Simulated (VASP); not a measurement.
# LiH (zincblende type) (F-43m) in VASP: notebook

LiH (zincblende type) is run at these levels: PBE; tasks: single point.

All numbers are computed with VASP 6.6.1; they aren't measurements. Logs are shortened: lines on timing, memory, paths and dates and some standing lists are left out, and cuts for length are marked.

### Step 1. The cell of the first run

The structure is cubic, space group F-43m (No. 216). The conventional cell has a = 4.232 Å, b = 4.232 Å, c = 4.232 Å, α = 90.00°, β = 90.00°, γ = 90.00°. Li (site symmetry -43m) has 4 H at 1.83 Å within 2.4 Å. Within 2.4 Å of H (site symmetry -43m) lie 4 Li at 1.83 Å.

### Step 2. Single point, PBE (9.47 Å³/atom)

The input, INCAR:

```
SYSTEM = LiH
PREC = Accurate
ENCUT = 520
EDIFF = 1E-6
ISMEAR = -1
SIGMA = 0.05
LREAL = .False.
LASPH = .True.
NELM = 60
ALGO = Normal
ISIF = 2
LWAVE = .False.
LCHARG = .True.
GGA = PE
LELF = .True.
LVHAR = .True.
NBANDS = 9
```

The input, KPOINTS:

```
regular mesh
0
Gamma
  13 13 13
  0 0 0
```

The input, POSCAR:

```
LiH
1.0
    0.0000000000      2.1158641528      2.1158641528
    2.1158641528      0.0000000000      2.1158641528
    2.1158641528      2.1158641528      0.0000000000
Li H
1 1
Direct
    0.0000000000      0.0000000000      0.0000000000
    0.2500000000      0.2500000000      0.2500000000
```

Potentials or basis: VASP PAW PBE potentials, release 64 (Li_sv, H).

Launch:

```
$ cat potpaw_PBE.64/Li_sv/POTCAR potpaw_PBE.64/H/POTCAR > POTCAR
$ mpirun -np 1 vasp_std > vasp.out
```

OUTCAR:

```text
SYSTEM = LiH
   PREC = Accurate
   ENCUT = 520
   EDIFF = 1E-6
   ISMEAR = -1
   LREAL = .False.
   LASPH = .True.
   NELM = 60
   ISIF = 2
   GGA = PE

 ion  position               nearest neighbor table
   1  0.000  0.000  0.000-
   2  0.250  0.250  0.250-

  LATTYP: Found a face centered cubic cell.
 ALAT       =     4.2317283056

  Lattice vectors:

 A1 = (   0.0000000000,   2.1158641528,   2.1158641528)
 A2 = (   2.1158641528,   0.0000000000,   2.1158641528)
 A3 = (   2.1158641528,   2.1158641528,   0.0000000000)

Analysis of symmetry for initial positions (statically):
=====================================================================
 Subroutine PRICEL returns:
 Original cell was already a primitive cell.

 Routine SETGRP: Setting up the symmetry group for a
 face centered cubic supercell.

 Subroutine GETGRP returns: Found 24 space group operations
 (whereof 24 operations were pure point group operations)
 out of a pool of 48 trial point group operations.

The static configuration has the point symmetry T_d .

Analysis of symmetry for dynamics (positions and initial velocities):
=====================================================================
 Subroutine PRICEL returns:
 Original cell was already a primitive cell.

 Routine SETGRP: Setting up the symmetry group for a
 face centered cubic supercell.

 Subroutine GETGRP returns: Found 24 space group operations
 (whereof 24 operations were pure point group operations)
 out of a pool of 48 trial point group operations.

The dynamic configuration has the point symmetry T_d .

 Subroutine INISYM returns: Found 24 space group operations
 (whereof 24 operations are pure point group operations),
 and found     1 'primitive' translations

----------------------------------------------------------------------------------------

                                     Primitive cell

  volume of cell :      18.9449

  direct lattice vectors                    reciprocal lattice vectors
     0.000000000  2.115864153  2.115864153    -0.236310067  0.236310067  0.236310067
     2.115864153  0.000000000  2.115864153     0.236310067 -0.236310067  0.236310067
     2.115864153  2.115864153  0.000000000     0.236310067  0.236310067 -0.236310067

  length of vectors
     2.992283781  2.992283781  2.992283781     0.409301043  0.409301043  0.409301043

  position of ions in fractional coordinates (direct lattice)
     0.000000000  0.000000000  0.000000000
     0.250000000  0.250000000  0.250000000

  ion indices of the primitive-cell ions
   primitive index   ion index
                 1           1
                 2           2

----------------------------------------------------------------------------------------

 KPOINTS: regular mesh

Automatic generation of k-mesh.
 Grid dimensions read from file:
 generate k-points for:   13   13   13

 Generating k-lattice:

  Cartesian coordinates                     Fractional coordinates (reciprocal lattice)
    -0.018177697  0.018177697  0.018177697     0.076923077  0.000000000  0.000000000
     0.018177697 -0.018177697  0.018177697     0.000000000  0.076923077  0.000000000
     0.018177697  0.018177697 -0.018177697     0.000000000  0.000000000  0.076923077

  Length of vectors
     0.031484696  0.031484696  0.031484696

  Shift w.r.t. Gamma in fractional coordinates (k-lattice)
     0.000000000  0.000000000  0.000000000

 Subroutine IBZKPT returns following result:
 ===========================================

 Found     84 irreducible k-points:

 Following reciprocal coordinates:
            Coordinates               Weight
  0.000000  0.000000  0.000000      1.000000
  0.076923  0.000000  0.000000      8.000000
  0.153846  0.000000  0.000000      8.000000
  0.230769  0.000000  0.000000      8.000000
  0.307692  0.000000  0.000000      8.000000
  0.384615  0.000000  0.000000      8.000000
[... 16 lines left out ...]
  0.384615  0.153846  0.000000     24.000000
  0.461538  0.153846  0.000000     24.000000
 [... further k-points ...]
   k-points           NKPTS =     84   k-points in BZ     NKDIM =     84   number of bands    NBANDS=      9
   number of dos      NEDOS =    301   number of ions     NIONS =      2
   total plane-waves  NPLWV =  13824
   dimension x,y,z NGX =    24 NGY =   24 NGZ =   24
   dimension x,y,z NGXF=    48 NGYF=   48 NGZF=   48
   ions per type =               1   1
   NGX,Y,Z   is equivalent  to a cutoff of  13.33, 13.33, 13.33 a.u.
   NGXF,Y,Z  is equivalent  to a cutoff of  26.67, 26.67, 26.67 a.u.
 SYSTEM =  LiH
   PREC   = accura    normal or accurate (medium, high low for compatibility)
   ISTART =      0    job   : 0-new  1-cont  2-samecut
   ICHARG =      2    charge: 1-file 2-atom 10-const
   ISPIN  =      1    spin polarized calculation?
   LNONCOLLINEAR =      F non collinear calculations
   LSORBIT =      F    spin-orbit coupling
   LASPH  =      T    aspherical Exc in radial PAW
   ENCUT  =  520.0 eV  38.22 Ry    6.18 a.u.   5.56  5.56  5.56*2*pi/ulx,y,z
   NELM   =     60;   NELMIN=  2; NELMDL= -5     # of ELM steps
   EDIFF  = 0.1E-05   stopping-criterion for ELM
   LREAL  =      F    real-space projection
   EDIFFG = 0.1E-04   stopping-criterion for IOM
   NSW    =      0    number of steps for IOM
   IBRION =     -1    ionic relax: 0-MD 1-quasi-New 2-CG
   NFREE  =      0    steps in history (QN), initial steepest desc. (CG)
   ISIF   =      2    stress and relaxation
   ISYM   =      2    0-nonsym 1-usesym 2-fastsym
   POTIM  = 0.5000    time-step for ionic-motion
   TEBEG  =    0.0;   TEEND  =   0.0 temperature during run
   PSTRESS=    0.0 pullay stress
   NELECT =       4.0000    total number of electrons
   NUPDOWN=      -1.0000    fix difference up-down
   EMIN   =  10.00;   EMAX   =-10.00  energy-range for DOS
   EFERMI =   0.00;   METHOD = LEGACY
   ISMEAR =    -1;   SIGMA  =   0.05  broadening in eV -4-tet -1-fermi 0-gaus
   EFERMI_NEDOS =   21; number of points for ismear=-14 and -15
   IALGO  =     38    algorithm
   IMIX   =      4    mixing-type and parameters
     AMIX     =   0.40;   BMIX     =  1.00
     AMIX_MAG =   1.60;   BMIX_MAG =  1.00
  volume/ion in A,a.u.               =       9.47        63.92
  Fermi-wavevector in a.u.,A,eV,Ry     =   0.974833  1.842168 12.929617  0.950300
  Thomas-Fermi vector in A             =   2.105325
   LORBIT       =      0    0 simple, 1 ext, 2 COOP (PROOUT), +10 PAW based schemes
   GGA     = PE    functional components
   LHFCALC =     F    Hartree Fock is set to
   AEXX    =    0.0000 exact exchange contribution
   IVDW    =     0    specifies the selected vdW correction
   LEPSILON=     F    determine dielectric tensor
   LRPA    =     F    only Hartree local field effects (RPA)
 non-spin polarized calculation
  energy-cutoff  :      520.00
  volume of cell :       18.94
 maximum number of plane-waves:       532
   NGX = 11   NGY = 11   NGZ = 11

 number of electron       3.9999996 magnetization

 Free energy of the ion-electron system (eV)
  ---------------------------------------------------
  ext. energy  EPLUGINS =         0.00000000
  ---------------------------------------------------
  free energy    TOTEN  =        -6.02781779 eV

  energy without entropy =       -6.02781779  energy(sigma->0) =       -6.02781779

 E-fermi :  -0.4346     XC(G=0):  -7.8195

 val. band max:       -1.5776424236   @ k =  -0.3077   0.4615   0.2308
 cond. band min:       2.8171378494   @ k =  -0.4615   0.0769   0.0000
 fundamental gap:      4.3947802730
 Fermi energy:        -0.4346215913

 k-point     1 :       0.0000    0.0000    0.0000
  band No.  band energies     occupation
      1     -44.7982      2.00000
      2      -5.3257      2.00000
      3      11.9221      0.00000
      4      16.1612      0.00000
      5      16.1612      0.00000
      6      16.1612      0.00000
      7      18.7599      0.00000
      8      18.7599      0.00000
      9      18.7599      0.00000

 k-point     2 :       0.0769    0.0000    0.0000
  band No.  band energies     occupation
      1     -44.7967      2.00000
      2      -5.2312      2.00000
      3      11.3486      0.00000
      4      15.1455      0.00000
      5      15.7787      0.00000
      6      15.7787      0.00000
      7      19.3114      0.00000
      8      19.3115      0.00000
      9      20.6082      0.00000

 k-point     3 :       0.1538    0.0000    0.0000
  band No.  band energies     occupation
      1     -44.7924      2.00000
      2      -4.9497      2.00000
      3       9.6417      0.00000
      4      14.6014      0.00000
      5      15.1236      0.00000
      6      15.1236      0.00000
      7      20.2143      0.00000
      8      20.2143      0.00000
      9      22.6969      0.00000

 k-point     4 :       0.2308    0.0000    0.0000
  band No.  band energies     occupation
      1     -44.7864      2.00000
      2      -4.4916      2.00000
      3       7.5226      0.00000
      4      14.5684      0.00000
      5      14.5685      0.00000
      6      14.6546      0.00000
      7      20.0914      0.00000
      8      20.0914      0.00000
      9      21.8562      0.00000
[... 205 lines left out ...]
 k-point    22 :       0.3077    0.1538    0.0000
  band No.  band energies     occupation
      1     -44.7803      2.00000
      2      -3.9882      2.00000
      3       6.9139      0.00000
      4      12.0614      0.00000
      5      12.6159      0.00000
      6      14.7938      0.00000
      7      17.8883      0.00000
      8      22.6984      0.00000
      9      23.1412      0.00000

 k-point    23 :       0.3846    0.1538    0.0000
  band No.  band energies     occupation
      1     -44.7748      2.00000
      2      -3.3636      2.00000
      3       5.1251      0.00000
      4      11.8918      0.00000
      5      12.1264      0.00000
      6      14.4171      0.00000
      7      18.5781      0.00000
      8      22.1009      0.00000
      9      23.0466      0.00000

 k-point    24 :       0.4615    0.1538    0.0000
  band No.  band energies     occupation
      1     -44.7707      2.00000
      2      -2.7342      2.00000
      3       3.7127      0.00000
      4      11.4652      0.00000
      5      11.9894      0.00000
      6      14.4123      0.00000
      7      19.3674      0.00000
      8      21.1476      0.00000
      9      23.4005      0.00000

 [... further k-points ...]

------------------------ aborting loop because EDIFF is reached ----------------------------------------

  FORCE on cell =-STRESS in cart. coord.  units (eV):
  Direction    XX          YY          ZZ          XY          YZ          ZX
  --------------------------------------------------------------------------------------
  -------------------------------------------------------------------------------------
  Total        0.1163031      0.1163031      0.1163031      0.0000000      0.0000000      0.0000000
  in kB        9.8357768      9.8357768      9.8357768      0.0000000      0.0000000      0.0000000
  external PRESSURE =       9.8357768 kB  Pullay stress =       0.0000000 kB

 VOLUME and BASIS-vectors are now :
 -----------------------------------------------------------------------------
  energy-cutoff  :      520.00
  volume of cell :       18.94
      direct lattice vectors                 reciprocal lattice vectors
     0.000000000  2.115864153  2.115864153    -0.236310067  0.236310067  0.236310067
     2.115864153  0.000000000  2.115864153     0.236310067 -0.236310067  0.236310067
     2.115864153  2.115864153  0.000000000     0.236310067  0.236310067 -0.236310067

 POSITION                                       TOTAL-FORCE (eV/Angst)
 -----------------------------------------------------------------------------------
      0.00000      0.00000      0.00000        -0.000000     -0.000000     -0.000000
      1.05793      1.05793      1.05793         0.000000      0.000000      0.000000
 -----------------------------------------------------------------------------------
    total drift:                               -0.000000     -0.000000     -0.000000

  FREE ENERGIE OF THE ION-ELECTRON SYSTEM (eV)
  ---------------------------------------------------
  free  energy   TOTEN  =        -6.0278177946 eV

  energy  without entropy=       -6.0278177946  energy(sigma->0) =       -6.02781779
```

Run time: 17 s. Hardware: 1 thread of Intel Xeon 8259CL, shared host; peak memory 0.14 GiB.

Results:

```yaml
Free_energy: -6.0278 eV
Band_gap_on_the_k_mesh: 4.39 eV (least direct gap 5.38 eV)
```

Levels at points of the mesh, in eV from the valence-band top:
```tsv
k point	band 1	band 2	band 3	band 4	band 5	band 6	band 7
(0.00, 0.00, 0.00)	-43.22	-3.75	13.50	17.74	17.74	17.74	20.34
```

Caveat: the cutoff is under 1.25 times the usual one of these potentials, so pressure, stress and relaxed cells hold a basis-set (Pulay) error; an odd mesh through Γ misses points on the zone boundary, where band edges can lie.

### Step 3. Single point, PBE

This run uses another cell than the first one, of 9.87 Å³/atom.

The input, INCAR:

```
PREC     = Accurate       # precision mode
ENCUT    = 520            # plane-wave cutoff, eV
EDIFF    = 1E-7           # SCF threshold, eV
ISMEAR   = -1             # smearing method
SIGMA    = 0.05           # smearing width, eV
LREAL    = F              # projectors in reciprocal space
LASPH    = T              # aspherical terms in the spheres
NELM     = 80             # most SCF steps
ALGO     = Normal         # electronic algorithm
ISIF     = 2              # what is computed and relaxed
LWAVE    = F              # write WAVECAR
LCHARG   = F              # write CHGCAR
GGA      = PE             # functional
NBANDS   = 9              # bands
```

The input, KPOINTS:

```
regular mesh
0
Gamma
  13 13 13
```

The input, POSCAR:

```
LiH
1.0
    0.0000000000      2.1448521955      2.1448521955
    2.1448521955      0.0000000000      2.1448521955
    2.1448521955      2.1448521955      0.0000000000
Li H
1 1
Direct
    0.0000000000      0.0000000000      0.0000000000
    0.2500000000      0.2500000000      0.2500000000
```

Potentials or basis: VASP PAW PBE potentials, release 64 (Li_sv, H).

Launch:

```
$ cat potpaw_PBE.64/Li_sv/POTCAR potpaw_PBE.64/H/POTCAR > POTCAR
$ mpirun -np 1 vasp_std > vasp.out
```

OUTCAR:

```text
PREC = Accurate
   ENCUT = 520
   EDIFF = 1E-7
   ISMEAR = -1
   LREAL = F
   LASPH = T
   NELM = 80
   ISIF = 2
   GGA = PE

 ion  position               nearest neighbor table
   1  0.000  0.000  0.000-
   2  0.250  0.250  0.250-

  LATTYP: Found a face centered cubic cell.
 ALAT       =     4.2897043910

  Lattice vectors:

 A1 = (   0.0000000000,   2.1448521955,   2.1448521955)
[... 468 lines left out ...]
      8      20.5057      0.00000
      9      22.6970      0.00000

 [... further k-points ...]

------------------------ aborting loop because EDIFF is reached ----------------------------------------

  FORCE on cell =-STRESS in cart. coord.  units (eV):
  Direction    XX          YY          ZZ          XY          YZ          ZX
  --------------------------------------------------------------------------------------
  -------------------------------------------------------------------------------------
  Total       -0.0230958     -0.0230958     -0.0230958      0.0000000      0.0000000      0.0000000
  in kB       -1.8750900     -1.8750900     -1.8750900      0.0000000      0.0000000      0.0000000
  external PRESSURE =      -1.8750900 kB  Pullay stress =       0.0000000 kB

 VOLUME and BASIS-vectors are now :
 -----------------------------------------------------------------------------
  energy-cutoff  :      520.00
  volume of cell :       19.73
      direct lattice vectors                 reciprocal lattice vectors
     0.000000000  2.144852195  2.144852195    -0.233116296  0.233116296  0.233116296
     2.144852195  0.000000000  2.144852195     0.233116296 -0.233116296  0.233116296
     2.144852195  2.144852195  0.000000000     0.233116296  0.233116296 -0.233116296

 POSITION                                       TOTAL-FORCE (eV/Angst)
 -----------------------------------------------------------------------------------
      0.00000      0.00000      0.00000         0.000000      0.000000      0.000000
      1.07243      1.07243      1.07243        -0.000000     -0.000000     -0.000000
 -----------------------------------------------------------------------------------
    total drift:                                0.000000      0.000000      0.000000

  FREE ENERGIE OF THE ION-ELECTRON SYSTEM (eV)
  ---------------------------------------------------
  free  energy   TOTEN  =        -6.0306277971 eV

  energy  without entropy=       -6.0306277971  energy(sigma->0) =       -6.03062780
```

OSZICAR:

```text
N       E                     dE             d eps       ncg     rms          rms(c)
DAV:   1    -0.100023011537E+01   -0.10002E+01   -0.13809E+03  1520   0.392E+02
DAV:   2    -0.629331115110E+01   -0.52931E+01   -0.52583E+01  2203   0.572E+01
DAV:   3    -0.637348527302E+01   -0.80174E-01   -0.80147E-01  1865   0.603E+00
DAV:   4    -0.637390989196E+01   -0.42462E-03   -0.42454E-03  2081   0.391E-01
DAV:   5    -0.637391301937E+01   -0.31274E-05   -0.31272E-05  1858   0.206E-02    0.331E+00
DAV:   6    -0.610150870847E+01    0.27240E+00   -0.26156E-01  1599   0.143E+00    0.161E+00
DAV:   7    -0.602524552799E+01    0.76263E-01   -0.29404E-01  1698   0.172E+00    0.290E-01
DAV:   8    -0.603066651350E+01   -0.54210E-02   -0.11683E-02  1762   0.544E-01    0.523E-02
DAV:   9    -0.603062789553E+01    0.38618E-04   -0.23538E-04  1951   0.694E-02    0.897E-03
DAV:  10    -0.603062839193E+01   -0.49640E-06   -0.11423E-05  1861   0.230E-02    0.512E-03
DAV:  11    -0.603062787852E+01    0.51342E-06   -0.16510E-06  2129   0.380E-03    0.696E-04
DAV:  12    -0.603062779707E+01    0.81454E-07   -0.30704E-08  1236   0.128E-03
   1 F= -.60306278E+01 E0= -.60306278E+01  d E =-.381743E-11
```

stdout:

```text
POSCAR found type information on POSCAR LiH
 POSCAR found :  2 types and       2 ions
 scaLAPACK will be used
 LDA part: xc-table for (Slater+PW92), standard interpolation
 POSCAR, INCAR and KPOINTS ok, starting setup
 FFT: planning ... GRIDC
 FFT: planning ... GRID_SOFT
 FFT: planning ... GRID
 WAVECAR not read
 entering main loop
```

It took 18 s on 1 thread of Intel Xeon 8259CL, shared host; peak memory 0.14 GiB.

Results:

```yaml
Free_energy: -6.0306 eV
Band_gap_on_the_k_mesh: 4.33 eV (least direct gap 5.29 eV)
```

Caveat: the cutoff is under 1.25 times the usual one of these potentials, so pressure, stress and relaxed cells hold a basis-set (Pulay) error; an odd mesh through Γ misses points on the zone boundary, where band edges can lie.

(Continued in part 2 of 2.)
